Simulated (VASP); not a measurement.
## CdHgS2: single point with PBE

Crystal: CdHgS2.

```xyz
4
Lattice="5.1414 0.0000 0.0000 0.0000 5.1414 0.0000 0.0000 0.0000 3.3757" Properties=species:S:1:pos:R:3 pbc="T T T"
Cd    2.5707    2.5707    1.6878
Hg    0.0000    0.0000    0.0000
S     2.5707    0.0000    0.0000
S     0.0000    2.5707    0.0000
```

```
Program                : VASP 6.6.1
Task                   : single point
Functional             : PBE
Potentials or basis    : VASP PAW PBE potentials, release 64 (Cd_sv_GW, Hg_sv_GW, S)
Cutoff                 : 540 eV
k mesh                 : 4 × 4 × 6
Occupations            : gaussian, width 0.1 eV
Spin                   : no spin polarisation
Dipole correction      : no
Second run             : valence_matched
Further INCAR settings : ALGO = Normal; EDIFF = 1e-06; NBANDS = 34
```

The pressure is -0.7 GPa and the band gap on the k mesh is zero (band 26 reaches 5.69 eV, above the bottom of band 27 at 3.56 eV).

Levels at points of the mesh, in eV from the Fermi level:
| k point | band 22 | band 23 | band 24 | band 25 | band 26 | band 27 | band 28 | band 29 | band 30 | band 31 |
| --- | --- | --- | --- | --- | --- | --- | --- | --- | --- | --- |
| (0.00, 0.00, 0.00) | -4.46 | -2.58 | -1.97 | -1.97 | -1.36 | -0.69 | 0.08 | 6.87 | 7.00 | 7.87 |
| (0.50, 0.00, 0.00) | -4.28 | -3.62 | -2.65 | -0.16 | -0.01 | 1.73 | 2.76 | 4.83 | 5.62 | 7.29 |
| (0.50, 0.50, 0.00) | -4.96 | -0.71 | 0.16 | 0.16 | 0.77 | 3.39 | 3.39 | 3.42 | 4.47 | 5.83 |
| (0.00, 0.00, 0.50) | -3.27 | -3.27 | -2.52 | -0.98 | -0.98 | -0.32 | 2.11 | 2.49 | 3.56 | 3.58 |
| (0.50, 0.00, 0.50) | -3.37 | -3.01 | -2.93 | -2.68 | -1.19 | 1.29 | 1.91 | 3.86 | 4.10 | 4.18 |
| (0.50, 0.50, 0.50) | -3.33 | -3.09 | -3.09 | -0.74 | -0.57 | 0.55 | 1.10 | 6.07 | 6.17 | 6.24 |

It took 37 s on 1 thread of Intel(R) Xeon(R) Platinum 8559C (Emerald Rapids) (shared host), peak memory 0.27 GiB.

Caveat: spin-orbit coupling is left out, which moves the levels of the heavy elements.
